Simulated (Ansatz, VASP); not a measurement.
## SiO2: VASP beside Ansatz

INCAR

```
SYSTEM = SiO2
ALGO = Normal
EDIFF = 1E-6
ENCUT = 520
GGA = CA
ISIF = 2
ISMEAR = 0
LASPH = .TRUE.
LCHARG = .FALSE.
LREAL = .FALSE.
LWAVE = .FALSE.
NBANDS = 25
NELM = 80
PREC = Accurate
SIGMA = 0.05
```

Contents of KPOINTS:

```
k-points
0
G
  6 6 10
  0 0 0
```

Contents of POSCAR:

```
SiO2
1.0
    4.4429193362      0.0000000000      0.0000000000
    0.0000000000      4.4429193362      0.0000000000
    0.0000000000      0.0000000000      2.5511242829
Si O
2 4
Direct
    0.5000000000      0.5000000000      0.5000000000
    0.0000000000      0.0000000000      0.0000000000
    0.6944252994      0.6944252994      0.0000000000
    0.1944252994      0.8055747006      0.5000000000
    0.3055747006      0.3055747006      0.0000000000
    0.8055747006      0.1944252994      0.5000000000
```

Input for Ansatz:

```yaml
crystal:
  lattice:
    - [4.4429193362, 0.0, 0.0]
    - [0.0, 4.4429193362, 0.0]
    - [0.0, 0.0, 2.5511242829]
  atoms:
    - { symbol: Si, position: [0.5, 0.5, 0.5] }
    - { symbol: Si, position: [0.0, 0.0, 0.0] }
    - { symbol: O, position: [0.6944252994, 0.6944252994, 0.0] }
    - { symbol: O, position: [0.1944252994, 0.8055747006, 0.5] }
    - { symbol: O, position: [0.3055747006, 0.3055747006, 0.0] }
    - { symbol: O, position: [0.8055747006, 0.1944252994, 0.5] }
basis:
  ecutwfc: 520.0
kpoints:
  mp_grid: { grid: [6, 6, 10] }
hamiltonian:
  xc: lda
  pseudopotentials: { kind: paw, azcp: { folder: soft_1 } }
scf:
  occupations: { method: gaussian, width: 0.05 }
output:
  forces: true
  stress: true
  eigenvalues: true
```

Alike in both runs: task single point; functional LDA; k mesh 6 × 6 × 10; occupations gaussian, width 0.05 eV; no spin polarisation.

```csv
,VASP,Ansatz
version,VASP 6.6.1,Ansatz 0.2.0
potentials or method,"VASP PAW LDA potentials, release 64 (Si, O), cutoff 520 eV","scalar-relativistic, plane waves, PAW"
valence electrons in the cell,32,32
```

Ansatz gave:

| Property | Result |
| --- | --- |
| gap on the k mesh at the Fermi level (eV) | 4.46 |
| least direct gap on the mesh (eV) | 4.46 |
| pressure (GPa) | -19.2 |
| traceless stress, the component that is largest in VASP (GPa) | 29.00 |
| rms of the force components (eV/Å) | 0.730 |

Estimate VASP's values.

gap on the k mesh at the Fermi level (eV): 4.44; least direct gap on the mesh (eV): 4.44; pressure (GPa): -18.3; traceless stress, the component that is largest in VASP (GPa): 29.87; rms of the force components (eV/Å): 0.697.

Ansatz warns that its potentials were made for another functional, while VASP's fit it. LDA's correlation is that of Perdew and Zunger in VASP and of Perdew and Wang (1992) in Ansatz. Atom by atom the forces differ by 0.033 eV/Å (rms over components).
